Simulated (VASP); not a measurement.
Here is a VASP 6.6.1 calculation.

The input POSCAR:

```
TiAl
1.0
    2.6534522752      0.0000000000      0.0000000000
   -1.3267261376      2.2979570781      0.0000000000
    0.0000000000      0.0000000000      4.6338675649
Ti Al
1 1
Direct
    0.0000000000      0.0000000000      0.0000000000
    0.3333333333      0.6666666667      0.5000000000
```

INCAR.step1

```
SYSTEM = TiAl
ALGO = Normal ; EDIFF = 1E-4
ENCUT = 520 ; GGA = PE
ISMEAR = 0 ; LASPH = .TRUE.
LCHARG = .FALSE. ; LREAL = .FALSE.
LWAVE = .TRUE. ; NBANDS = 14
NELM = 100 ; PREC = Accurate
SIGMA = 0.15
```

File INCAR.step2:

```
SYSTEM = TiAl
ALGO = Normal ; EDIFF = 1E-7
ENCUT = 520 ; ISIF = 2
ISMEAR = 0 ; ISTART = 1
LASPH = .TRUE. ; LCHARG = .FALSE.
LMIXTAU = .TRUE. ; LREAL = .FALSE.
LWAVE = .FALSE. ; METAGGA = R2SCAN
NBANDS = 14 ; NELM = 100
PREC = Accurate ; SIGMA = 0.15
```

File KPOINTS:

```
k-points
0
G
  24 24 14
  0 0 0
```

Potentials or basis: VASP PAW PBE potentials, release 64 (Ti_sv, Al).

Run with:

```sh
$ cat potpaw_PBE.64/Ti_sv/POTCAR potpaw_PBE.64/Al/POTCAR > POTCAR
$ cp INCAR.step1 INCAR
$ mpirun -np 1 vasp_std > vasp.out
$ cp INCAR.step2 INCAR
$ mpirun -np 1 vasp_std > vasp.out
```

(1) Predict the band gap on the k mesh.

(2) Estimate the pressure.

## Answers

(1) zero (an odd number of electrons rules out a gap without spin polarisation).

(2) 22.6 GPa.

Caveat: the cell differs from its parent crystal (strain -0.0750 x Voigt [1, 1, 0, 0, 0, 0]); the cell stands under pressure; the PAW data sets were made with another functional, which shifts forces and pressure a little.
